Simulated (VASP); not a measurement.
Crystal: Sr.

```
Sr
1.0
     0.00000    3.04235    3.04235
     3.04235    0.00000    3.04235
     3.04235    3.04235    0.00000
Sr
1
Direct
  0.00000 0.00000 0.00000
```

* Program: VASP 6.6.1
* Task: relaxation of volume and atoms at fixed shape
* Functional: PBEsol
* Potentials or basis: VASP PAW PBE potentials, release 64 (Sr_sv)
* Cutoff: 600 eV
* k mesh: 7 × 7 × 7
* Occupations: fermi-dirac, width 0.05 eV
* Spin: no spin polarisation

At the start: pressure -0.8 GPa; volume 56.32 Å³/atom.

Where does the relaxation end?

Over 3 steps the energy falls by 11.9 meV/atom and the volume is 51.85 Å³/atom (-7.9 %); space group Fm-3m (No. 225, to 0.05 Å).

Step by step:
```tsv
step	energy change (eV)	largest force (eV/Å)	pressure (GPa)	volume (Å³)
1	0.0000	0.0000	-0.84	56.32
2	-0.0093	0.0000	-0.42	53.95
3	-0.0119	0.0000	0.03	51.85
```

Final structure:
```xyz
1
Lattice="0.0000 2.9597 2.9597 2.9597 0.0000 2.9597 2.9597 2.9597 0.0000" Properties=species:S:1:pos:R:3 pbc="T T T"
Sr    0.0000    0.0000    0.0000
```

Caveat: the PAW data sets were made with another functional, which shifts forces and pressure a little.
